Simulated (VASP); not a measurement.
# PbI2 (P-3m1) in VASP: a series of runs, part 2 of 2

VASP 6.6.1. The steps go on from the part before.

## (5) Single point, PBE

This run uses another cell than the first one, of 37.89 Å³/atom.

Input file INCAR:

```
ALGO = Normal
EDIFF = 1E-6
ENCUT = 500
GGA = PE
GGA_COMPAT = F
ISIF = 2
ISMEAR = -1
LASPH = T
LCHARG = F
LREAL = F
LWAVE = F
NBANDS = 21
NELM = 120
PREC = Accurate
SIGMA = 0.03
```

Input file KPOINTS:

```
k-points
0
Gamma
  7 7 4
```

Input file POSCAR:

```
PbI2
1.0
    4.4125961816      0.0000000000      0.0000000000
   -2.2062980908      3.8214203899      0.0000000000
    0.0000000000      0.0000000000      6.7405912200
Pb I
1 2
Direct
    0.0000000000      0.0000000000      0.0000000000
    0.6666666667      0.3333333333      0.7151065040
    0.3333333333      0.6666666667      0.2848934960
```

Potentials or basis: VASP PAW PBE potentials, release 64 (Pb_d, I).

Launch:

```sh
cat potpaw_PBE.64/Pb_d/POTCAR potpaw_PBE.64/I/POTCAR > POTCAR
mpirun -np 1 vasp_std > vasp.out
```

OUTCAR:

```text
EDIFF = 1E-6
   ENCUT = 500
   GGA = PE
   ISIF = 2
   ISMEAR = -1
   LASPH = T
   LREAL = F
   NELM = 120
   PREC = Accurate

 ion  position               nearest neighbor table
   1  0.000  0.000  0.000-   2 3.19   3 3.19   3 3.19   2 3.19   2 3.19   3 3.19
   2  0.667  0.333  0.715-   1 3.19   1 3.19   1 3.19
   3  0.333  0.667  0.285-   1 3.19   1 3.19   1 3.19

  LATTYP: Found a hexagonal cell.
 ALAT       =     4.4125961816
 C/A-ratio  =     1.5275794436

  Lattice vectors:

 A1 = (   4.4125961816,   0.0000000000,   0.0000000000)
 A2 = (  -2.2062980908,   3.8214203899,   0.0000000000)
 A3 = (   0.0000000000,   0.0000000000,   6.7405912200)

Analysis of symmetry for initial positions (statically):
=====================================================================
 Subroutine PRICEL returns:
 Original cell was already a primitive cell.

 Routine SETGRP: Setting up the symmetry group for a
 hexagonal supercell.

 Subroutine GETGRP returns: Found 12 space group operations
 (whereof 12 operations were pure point group operations)
 out of a pool of 24 trial point group operations.

The static configuration has the point symmetry D_3d.

Analysis of symmetry for dynamics (positions and initial velocities):
=====================================================================
 Subroutine PRICEL returns:
 Original cell was already a primitive cell.

 Routine SETGRP: Setting up the symmetry group for a
 hexagonal supercell.

 Subroutine GETGRP returns: Found 12 space group operations
 (whereof 12 operations were pure point group operations)
 out of a pool of 24 trial point group operations.

The dynamic configuration has the point symmetry D_3d.

 Subroutine INISYM returns: Found 12 space group operations
[... 111 lines left out ...]
   NUPDOWN=      -1.0000    fix difference up-down
   EMIN   =  10.00;   EMAX   =-10.00  energy-range for DOS
   EFERMI =   0.00;   METHOD = LEGACY
   ISMEAR =    -1;   SIGMA  =   0.03  broadening in eV -4-tet -1-fermi 0-gaus
   EFERMI_NEDOS =   21; number of points for ismear=-14 and -15
   IALGO  =     38    algorithm
   IMIX   =      4    mixing-type and parameters
     AMIX     =   0.40;   BMIX     =  1.00
     AMIX_MAG =   1.60;   BMIX_MAG =  1.00
  volume/ion in A,a.u.               =      37.89       255.68
  Fermi-wavevector in a.u.,A,eV,Ry     =   1.026255  1.939340 14.329640  1.053199
  Thomas-Fermi vector in A             =   2.160138
   LORBIT       =      0    0 simple, 1 ext, 2 COOP (PROOUT), +10 PAW based schemes
   GGA     = PE    functional components
   LHFCALC =     F    Hartree Fock is set to
   AEXX    =    0.0000 exact exchange contribution
   IVDW    =     0    specifies the selected vdW correction
   LEPSILON=     F    determine dielectric tensor
   LRPA    =     F    only Hartree local field effects (RPA)
 non-spin polarized calculation
  energy-cutoff  :      500.00
  volume of cell :      113.66
 maximum number of plane-waves:      2902
   NGX = 17   NGY = 17   NGZ = 25

 number of electron      28.0000003 magnetization

 Free energy of the ion-electron system (eV)
  ---------------------------------------------------
  ext. energy  EPLUGINS =         0.00000000
  ---------------------------------------------------
  free energy    TOTEN  =        -8.39012180 eV

  energy without entropy =       -8.39012180  energy(sigma->0) =       -8.39012180

 E-fermi :   4.6111     XC(G=0):  -8.6199

 val. band max:        4.0374935999   @ k =   0.0000   0.0000   0.5000
 cond. band min:       6.0296102535   @ k =   0.0000   0.0000   0.5000
 fundamental gap:      1.9921166536
 Fermi energy:         4.6111073773

 k-point     1 :       0.0000    0.0000    0.0000
  band No.  band energies     occupation
      1     -12.4746      2.00000
      2     -12.4746      2.00000
      3     -12.4501      2.00000
      4     -12.4440      2.00000
      5     -12.4440      2.00000
      6      -8.8781      2.00000
[... 565 lines left out ...]
     20      12.3160      0.00000
     21      12.8886      0.00000

 [... further k-points ...]

------------------------ aborting loop because EDIFF is reached ----------------------------------------

  FORCE on cell =-STRESS in cart. coord.  units (eV):
  Direction    XX          YY          ZZ          XY          YZ          ZX
  --------------------------------------------------------------------------------------
  -------------------------------------------------------------------------------------
  Total        2.4878119      2.4878119      2.4852809      0.0000000     -0.0000000      0.0000000
  in kB       35.0680107     35.0680107     35.0323343      0.0000000     -0.0000000      0.0000000
  external PRESSURE =      35.0561186 kB  Pullay stress =       0.0000000 kB

 VOLUME and BASIS-vectors are now :
 -----------------------------------------------------------------------------
  energy-cutoff  :      500.00
  volume of cell :      113.66
      direct lattice vectors                 reciprocal lattice vectors
     4.412596182  0.000000000  0.000000000     0.226623955  0.130841402  0.000000000
    -2.206298091  3.821420390  0.000000000     0.000000000  0.261682803  0.000000000
     0.000000000  0.000000000  6.740591220     0.000000000  0.000000000  0.148354939

 POSITION                                       TOTAL-FORCE (eV/Angst)
 -----------------------------------------------------------------------------------
      0.00000      0.00000      0.00000        -0.000000      0.000000      0.000000
      2.20630      1.27381      4.82024         0.000000      0.000000     -0.003396
     -0.00000      2.54761      1.92035        -0.000000     -0.000000      0.003396
 -----------------------------------------------------------------------------------
    total drift:                               -0.000000      0.000000     -0.000000

  FREE ENERGIE OF THE ION-ELECTRON SYSTEM (eV)
  ---------------------------------------------------
  free  energy   TOTEN  =        -8.3901217994 eV

  energy  without entropy=       -8.3901217994  energy(sigma->0) =       -8.39012180
```

OSZICAR:

```text
N       E                     dE             d eps       ncg     rms          rms(c)
DAV:   1     0.233770549680E+03    0.23377E+03   -0.11602E+04  1176   0.116E+03
DAV:   2     0.142884599351E+02   -0.21948E+03   -0.21029E+03  1262   0.299E+02
DAV:   3    -0.764952840608E+01   -0.21938E+02   -0.21606E+02  1513   0.103E+02
DAV:   4    -0.850529393297E+01   -0.85577E+00   -0.85487E+00  1538   0.227E+01
DAV:   5    -0.853187195246E+01   -0.26578E-01   -0.26576E-01  1645   0.371E+00    0.427E+00
DAV:   6    -0.838898983741E+01    0.14288E+00   -0.36397E-01  1609   0.394E+00    0.284E+00
DAV:   7    -0.838860645587E+01    0.38338E-03   -0.14816E-01  1584   0.183E+00    0.107E+00
DAV:   8    -0.838981037495E+01   -0.12039E-02   -0.19514E-02  1381   0.118E+00    0.239E-01
DAV:   9    -0.839000570515E+01   -0.19533E-03   -0.19769E-03  1419   0.325E-01    0.104E-01
DAV:  10    -0.839011028133E+01   -0.10458E-03   -0.29839E-04  1394   0.129E-01    0.299E-02
DAV:  11    -0.839011908676E+01   -0.88054E-05   -0.26149E-05  1444   0.317E-02    0.140E-02
DAV:  12    -0.839012169387E+01   -0.26071E-05   -0.74786E-06  1356   0.152E-02    0.172E-03
DAV:  13    -0.839012179943E+01   -0.10556E-06   -0.32875E-07   923   0.371E-03
   1 F= -.83901218E+01 E0= -.83901218E+01  d E =-.306628E-10
```

Wall time 1.9 min (1 thread of AMD EPYC 7R43 (Zen 3), shared host); peak memory 0.2 GiB.

Results:

```
Free energy            : -8.3901 eV
Pressure               : 3.5 GPa
Largest force          : 0.003 eV/Å
Band gap on the k mesh : 1.99 eV
```

Forces in eV/Å, atoms in the order of the input:
```
Pb   0.000  0.000  0.000
I    0.000  0.000 -0.003
I    0.000  0.000  0.003
```

Levels at points of the mesh, in eV from the valence-band top:
| k point | band 11 | band 12 | band 13 | band 14 | band 15 | band 16 | band 17 | band 18 |
| --- | --- | --- | --- | --- | --- | --- | --- | --- |
| (0.00, 0.00, 0.00) | -1.37 | -1.30 | -1.30 | -1.16 | 2.38 | 3.16 | 3.16 | 6.53 |
| (0.00, 0.00, 0.50) | -1.58 | -1.02 | -1.02 | 0.00 | 1.99 | 2.87 | 2.87 | 5.59 |

Caveat: the cell stands under pressure; spin-orbit coupling is left out, which moves the levels of the heavy elements; an odd mesh through Γ misses points on the zone boundary, where band edges can lie; this functional lacks dispersion, which binds the layers, so the pressure and a relaxed spacing across them are unreliable.

## (6) Single point, PBE (37.89 Å³/atom)

This run uses another cell than the first one, of 37.89 Å³/atom.

Input file INCAR:

```
SYSTEM = PbI2
PREC = Accurate
ENCUT = 500
EDIFF = 1E-6
ISMEAR = -1
SIGMA = 0.03
LREAL = .FALSE.
LASPH = .TRUE.
NELM = 120
ALGO = Normal
ISIF = 2
LWAVE = .FALSE.
LCHARG = .FALSE.
GGA = PE
NBANDS = 21
GGA_COMPAT = .FALSE.
```

Input file KPOINTS:

```
regular mesh
0
G
  7 7 4
  0 0 0
```

POSCAR is that of step 5.

Potentials or basis: VASP PAW PBE potentials, release 64 (Pb_d, I).

Launch:

```sh
cat potpaw_PBE.64/Pb_d/POTCAR potpaw_PBE.64/I/POTCAR > POTCAR
mpirun -np 1 vasp_std > vasp.out
```

OUTCAR:

```text
SYSTEM = PbI2
   PREC = Accurate
   ENCUT = 500
   EDIFF = 1E-6
   ISMEAR = -1
   LREAL = .FALSE.
   LASPH = .TRUE.
   NELM = 120
   ISIF = 2
   GGA = PE

 ion  position               nearest neighbor table
   1  0.000  0.000  0.000-   2 3.19   3 3.19   3 3.19   2 3.19   2 3.19   3 3.19
   2  0.667  0.333  0.715-   1 3.19   1 3.19   1 3.19
   3  0.333  0.667  0.285-   1 3.19   1 3.19   1 3.19

  LATTYP: Found a hexagonal cell.
 ALAT       =     4.4125961816
 C/A-ratio  =     1.5275794436

  Lattice vectors:

 A1 = (   4.4125961816,   0.0000000000,   0.0000000000)
 A2 = (  -2.2062980908,   3.8214203899,   0.0000000000)
 A3 = (   0.0000000000,   0.0000000000,   6.7405912200)

Analysis of symmetry for initial positions (statically):
=====================================================================
 Subroutine PRICEL returns:
 Original cell was already a primitive cell.

 Routine SETGRP: Setting up the symmetry group for a
 hexagonal supercell.

 Subroutine GETGRP returns: Found 12 space group operations
 (whereof 12 operations were pure point group operations)
 out of a pool of 24 trial point group operations.

The static configuration has the point symmetry D_3d.

Analysis of symmetry for dynamics (positions and initial velocities):
=====================================================================
 Subroutine PRICEL returns:
 Original cell was already a primitive cell.

 Routine SETGRP: Setting up the symmetry group for a
 hexagonal supercell.

 Subroutine GETGRP returns: Found 12 space group operations
 (whereof 12 operations were pure point group operations)
 out of a pool of 24 trial point group operations.

The dynamic configuration has the point symmetry D_3d.

 Subroutine INISYM returns: Found 12 space group operations
 (whereof 12 operations are pure point group operations),
 and found     1 'primitive' translations

----------------------------------------------------------------------------------------

                                     Primitive cell

  volume of cell :     113.6624

  direct lattice vectors                    reciprocal lattice vectors
     4.412596182  0.000000000  0.000000000     0.226623955  0.130841402  0.000000000
    -2.206298091  3.821420390  0.000000000     0.000000000  0.261682803  0.000000000
     0.000000000  0.000000000  6.740591220     0.000000000  0.000000000  0.148354939

  length of vectors
     4.412596182  4.412596182  6.740591220     0.261682803  0.261682803  0.148354939

  position of ions in fractional coordinates (direct lattice)
     0.000000000  0.000000000  0.000000000
     0.666666667  0.333333333  0.715106504
     0.333333333  0.666666667  0.284893496

  ion indices of the primitive-cell ions
   primitive index   ion index
                 1           1
                 2           2
                 3           3

----------------------------------------------------------------------------------------

 KPOINTS: regular mesh

Automatic generation of k-mesh.
 Grid dimensions read from file:
 generate k-points for:    7    7    4

 Generating k-lattice:

  Cartesian coordinates                     Fractional coordinates (reciprocal lattice)
     0.032374851  0.018691629  0.000000000     0.142857143  0.000000000  0.000000000
     0.000000000  0.037383258  0.000000000     0.000000000  0.142857143  0.000000000
     0.000000000  0.000000000  0.037088735     0.000000000  0.000000000  0.250000000

  Length of vectors
     0.037383258  0.037383258  0.037088735

  Shift w.r.t. Gamma in fractional coordinates (k-lattice)
     0.000000000  0.000000000  0.000000000

 Subroutine IBZKPT returns following result:
 ===========================================

 Found     28 irreducible k-points:

 Following reciprocal coordinates:
            Coordinates               Weight
  0.000000  0.000000  0.000000      1.000000
  0.142857  0.000000  0.000000      6.000000
  0.285714  0.000000  0.000000      6.000000
  0.428571  0.000000  0.000000      6.000000
  0.142857  0.142857  0.000000      6.000000
  0.285714  0.142857  0.000000     12.000000
[... 16 lines left out ...]
  0.285714  0.000000  0.500000      6.000000
  0.428571  0.000000  0.500000      6.000000
 [... further k-points ...]
   k-points           NKPTS =     28   k-points in BZ     NKDIM =     28   number of bands    NBANDS=     21
   number of dos      NEDOS =    301   number of ions     NIONS =      3
   total plane-waves  NPLWV =  51200
   dimension x,y,z NGX =    32 NGY =   32 NGZ =   50
   dimension x,y,z NGXF=    64 NGYF=   64 NGZF=  100
   ions per type =               1   2
   NGX,Y,Z   is equivalent  to a cutoff of  12.06, 12.06, 12.33 a.u.
   NGXF,Y,Z  is equivalent  to a cutoff of  24.11, 24.11, 24.66 a.u.
 SYSTEM =  PbI2
   PREC   = accura    normal or accurate (medium, high low for compatibility)
   ISTART =      0    job   : 0-new  1-cont  2-samecut
   ICHARG =      2    charge: 1-file 2-atom 10-const
   ISPIN  =      1    spin polarized calculation?
   LNONCOLLINEAR =      F non collinear calculations
   LSORBIT =      F    spin-orbit coupling
   LASPH  =      T    aspherical Exc in radial PAW
   ENCUT  =  500.0 eV  36.75 Ry    6.06 a.u.   8.05  8.05 12.29*2*pi/ulx,y,z
   NELM   =    120;   NELMIN=  2; NELMDL= -5     # of ELM steps
   EDIFF  = 0.1E-05   stopping-criterion for ELM
   LREAL  =      F    real-space projection
   EDIFFG = 0.1E-04   stopping-criterion for IOM
   NSW    =      0    number of steps for IOM
   IBRION =     -1    ionic relax: 0-MD 1-quasi-New 2-CG
   NFREE  =      0    steps in history (QN), initial steepest desc. (CG)
   ISIF   =      2    stress and relaxation
   ISYM   =      2    0-nonsym 1-usesym 2-fastsym
   POTIM  = 0.5000    time-step for ionic-motion
   TEBEG  =    0.0;   TEEND  =   0.0 temperature during run
   PSTRESS=    0.0 pullay stress
   NELECT =      28.0000    total number of electrons
   NUPDOWN=      -1.0000    fix difference up-down
   EMIN   =  10.00;   EMAX   =-10.00  energy-range for DOS
   EFERMI =   0.00;   METHOD = LEGACY
   ISMEAR =    -1;   SIGMA  =   0.03  broadening in eV -4-tet -1-fermi 0-gaus
   EFERMI_NEDOS =   21; number of points for ismear=-14 and -15
   IALGO  =     38    algorithm
   IMIX   =      4    mixing-type and parameters
     AMIX     =   0.40;   BMIX     =  1.00
     AMIX_MAG =   1.60;   BMIX_MAG =  1.00
  volume/ion in A,a.u.               =      37.89       255.68
  Fermi-wavevector in a.u.,A,eV,Ry     =   1.026255  1.939340 14.329640  1.053199
  Thomas-Fermi vector in A             =   2.160138
   LORBIT       =      0    0 simple, 1 ext, 2 COOP (PROOUT), +10 PAW based schemes
   GGA     = PE    functional components
   LHFCALC =     F    Hartree Fock is set to
   AEXX    =    0.0000 exact exchange contribution
   IVDW    =     0    specifies the selected vdW correction
   LEPSILON=     F    determine dielectric tensor
   LRPA    =     F    only Hartree local field effects (RPA)
 non-spin polarized calculation
  energy-cutoff  :      500.00
  volume of cell :      113.66
 maximum number of plane-waves:      2902
   NGX = 17   NGY = 17   NGZ = 25

 number of electron      28.0000003 magnetization

 Free energy of the ion-electron system (eV)
  ---------------------------------------------------
  ext. energy  EPLUGINS =         0.00000000
  ---------------------------------------------------
  free energy    TOTEN  =        -8.39012180 eV

  energy without entropy =       -8.39012180  energy(sigma->0) =       -8.39012180

 E-fermi :   4.6111     XC(G=0):  -8.6199

 val. band max:        4.0374935999   @ k =   0.0000   0.0000   0.5000
 cond. band min:       6.0296102535   @ k =   0.0000   0.0000   0.5000
 fundamental gap:      1.9921166536
 Fermi energy:         4.6111073773

 k-point     1 :       0.0000    0.0000    0.0000
  band No.  band energies     occupation
      1     -12.4746      2.00000
      2     -12.4746      2.00000
      3     -12.4501      2.00000
      4     -12.4440      2.00000
      5     -12.4440      2.00000
      6      -8.8781      2.00000
[... 13 lines left out ...]
     20      11.2618      0.00000
     21      11.7700      0.00000
[... 529 lines left out ...]
 k-point    24 :       0.4286    0.0000    0.5000
  band No.  band energies     occupation
      1     -12.5221      2.00000
      2     -12.4608      2.00000
      3     -12.4584      2.00000
      4     -12.4332      2.00000
      5     -12.4308      2.00000
      6      -7.9784      2.00000
[... 13 lines left out ...]
     20      12.3160      0.00000
     21      12.8886      0.00000

 [... further k-points ...]

------------------------ aborting loop because EDIFF is reached ----------------------------------------

  FORCE on cell =-STRESS in cart. coord.  units (eV):
  Direction    XX          YY          ZZ          XY          YZ          ZX
  --------------------------------------------------------------------------------------
  -------------------------------------------------------------------------------------
  Total        2.4878119      2.4878119      2.4852809      0.0000000     -0.0000000      0.0000000
  in kB       35.0680107     35.0680107     35.0323343      0.0000000     -0.0000000      0.0000000
  external PRESSURE =      35.0561186 kB  Pullay stress =       0.0000000 kB

 VOLUME and BASIS-vectors are now :
 -----------------------------------------------------------------------------
  energy-cutoff  :      500.00
  volume of cell :      113.66
      direct lattice vectors                 reciprocal lattice vectors
     4.412596182  0.000000000  0.000000000     0.226623955  0.130841402  0.000000000
    -2.206298091  3.821420390  0.000000000     0.000000000  0.261682803  0.000000000
     0.000000000  0.000000000  6.740591220     0.000000000  0.000000000  0.148354939

 POSITION                                       TOTAL-FORCE (eV/Angst)
 -----------------------------------------------------------------------------------
      0.00000      0.00000      0.00000        -0.000000      0.000000      0.000000
      2.20630      1.27381      4.82024         0.000000      0.000000     -0.003396
     -0.00000      2.54761      1.92035        -0.000000     -0.000000      0.003396
 -----------------------------------------------------------------------------------
    total drift:                               -0.000000      0.000000     -0.000000

  FREE ENERGIE OF THE ION-ELECTRON SYSTEM (eV)
  ---------------------------------------------------
  free  energy   TOTEN  =        -8.3901217994 eV

  energy  without entropy=       -8.3901217994  energy(sigma->0) =       -8.39012180
```

Wall time 95 s (1 thread of AMD EPYC 7R43 (Zen 3), shared host); peak memory 0.2 GiB.

Results:

```yaml
Free_energy: -8.3901 eV
Pressure: 3.5 GPa
Largest_force: 0.003 eV/Å
Band_gap_on_the_k_mesh: 1.99 eV
```

Forces on the atoms (eV/Å):
```
Pb   0.000  0.000  0.000
I    0.000  0.000 -0.003
I    0.000  0.000  0.003
```

Caveat: the cell stands under pressure; spin-orbit coupling is left out, which moves the levels of the heavy elements; an odd mesh through Γ misses points on the zone boundary, where band edges can lie; this functional lacks dispersion, which binds the layers, so the pressure and a relaxed spacing across them are unreliable.

## (7) Summary

| cell | gap on the mesh (eV) | pressure (GPa) |
| --- | --- | --- |
| a = 4.174, b = 4.174, c = 6.646 Å, angles 90.0, 90.0, 120.0°, 3 atoms, atomic positions A | 1.51 | 8.3 |
| a = 4.295, b = 4.295, c = 6.695 Å, angles 90.0, 90.0, 120.0°, 3 atoms, atomic positions B | 1.90 | 5.5 |
| a = 4.413, b = 4.413, c = 6.741 Å, angles 90.0, 90.0, 120.0°, 3 atoms, atomic positions C | 1.99 | 3.5 |

Alike in all rows: task single point; level PBE; potentials or basis VASP PAW PBE potentials, release 64 (Pb_d, I); no spin polarisation; k mesh 7 × 7 × 4; cutoff (eV) 500; smearing fermi-dirac 0.03 eV.

Caveats: the cell stands under pressure; spin-orbit coupling is left out, which moves the levels of the heavy elements; an odd mesh through Γ misses points on the zone boundary, where band edges can lie; this functional lacks dispersion, which binds the layers, so the pressure and a relaxed spacing across them are unreliable (at least some runs).

Absolute energies hang on the potentials; compare differences alone.
